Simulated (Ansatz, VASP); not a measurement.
Two plane-wave programs on LiNbO3

```xyz
10
Lattice="2.5528 1.4739 4.5959 -2.5528 1.4739 4.5959 0.0000 -2.9477 4.5959" Properties=species:S:1:pos:R:3 pbc="T T T"
Li    0.0000    0.0000    3.8825
Li    0.0000    0.0000   10.7763
Nb    0.0000    0.0000    0.0068
Nb    0.0000    0.0000    6.9006
O    -0.6320   -1.4351    5.4672
O     1.5588    0.1702    5.4672
O    -0.9268    1.2649    5.4672
O    -1.6259   -0.2090    7.7652
O     0.6320    1.5126    7.7652
O     0.9940   -1.3036    7.7652
```

Alike in both runs: task single point; functional PBE; k mesh 6 × 6 × 6; occupations gaussian, width 0.05 eV; no spin polarisation.

|  | VASP | Ansatz |
| --- | --- | --- |
| version | VASP 6.6.1 | Ansatz 0.2.0 |
| potentials or method | VASP PAW PBE potentials, release 64 (Li_sv, Nb_sv, O), cutoff 520 eV | scalar-relativistic, plane waves, PAW |
| valence electrons in the cell | 68 | 68 |

VASP gave:

* gap on the k mesh at the Fermi level (eV): 3.79
* least direct gap on the mesh (eV): 3.81
* rms of the force components (eV/Å): 0.350

Estimate Ansatz's values.

gap on the k mesh at the Fermi level (eV): 3.81; least direct gap on the mesh (eV): 3.83; rms of the force components (eV/Å): 0.344.

Atom by atom the forces differ by 0.015 eV/Å (rms over components).

Noted on VASP's run: the cutoff is under 1.25 times that of the potentials, so the pressure is a little rough.
